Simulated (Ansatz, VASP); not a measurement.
One calculation of Ni, two programs

The input INCAR:

```
PREC     = Accurate       # precision mode
ENCUT    = 520            # plane-wave cutoff, eV
EDIFF    = 1E-6           # SCF threshold, eV
ISMEAR   = 0              # smearing method
SIGMA    = 0.15           # smearing width, eV
LREAL    = False          # projectors in reciprocal space
LASPH    = True           # aspherical terms in the spheres
NELM     = 150            # most SCF steps
ALGO     = Normal         # electronic algorithm
ISIF     = 2              # what is computed and relaxed
LWAVE    = False          # write WAVECAR
LCHARG   = True           # write CHGCAR
ISPIN    = 2              # spin polarisation
MAGMOM   = 0.75           # initial moments
LORBIT   = 11             # projections on sites
LMAXMIX  = 4              # l up to which the mixer works
GGA      = PE             # functional
LELF     = True           # ELF
LVHAR    = True         
NBANDS   = 15             # bands
```

File KPOINTS:

```
regular mesh
0
Gamma
  22 22 22
```

The input POSCAR:

```
Ni
1.0
    0.0000000000      1.8000326106      1.9349515017
    1.5421563468      0.0000000000      1.9349515017
    1.5421563468      1.8000326106      0.0000000000
Ni
1
Direct
    0.0000000000      0.0000000000      0.0000000000
```

Input for Ansatz:

```yaml
crystal:
  lattice:
    - [0.0, 1.8000326106, 1.9349515017]
    - [1.5421563468, 0.0, 1.9349515017]
    - [1.5421563468, 1.8000326106, 0.0]
  atoms:
    - { symbol: Ni, position: [0.0, 0.0, 0.0], spin: 0.75 }
basis:
  ecutwfc: 520.0
kpoints:
  mp_grid: { grid: [22, 22, 22] }
hamiltonian:
  xc: pbe
scf:
  occupations: { method: gaussian, width: 0.15 }
output:
  forces: true
  stress: true
  eigenvalues: true
  populations: true
  write_density: true
  write_potential: true
  elf: true
  volumetric_format: npy
magnetization:
  spin_polarized: true
```

Change from the starting cell: strain +e along x and -e along y -0.0733, strain +e along z and -e/2 along x and y +0.1000.

Alike in both runs: task single point; functional PBE; k mesh 22 × 22 × 22; occupations gaussian, width 0.15 eV; collinear spin.

```csv
,VASP,Ansatz
version,VASP 6.6.1,Ansatz 0.2.0
potentials or method,"VASP PAW PBE potentials, release 64 (Ni), cutoff 520 eV","scalar-relativistic, plane waves, PAW"
valence electrons in the cell,10,18
```

Ansatz gave:

| Property | Result |
| --- | --- |
| gap on the k mesh at the Fermi level (eV) | none |
| pressure (GPa) | 4.8 |
| traceless stress, the component that is largest in VASP (GPa) | -12.24 |
| net moment per atom (μB) | 0.59 |
| size of the moment on the site where the two differ most (μB) | 0.63 |

Which values does VASP return?

gap on the k mesh at the Fermi level (eV): none; pressure (GPa): 4.5; traceless stress, the component that is largest in VASP (GPa): -11.87; net moment per atom (μB): 0.58; size of the moment on the site where the two differ most (μB): 0.59.

Site moments also hang on the region over which each program counts them. A gap of «none» marks a metal or a gap that the smearing closes. VASP's potentials hold 10 valence electrons a cell and Ansatz's 18, so a difference there can come from the potentials and not from the codes.
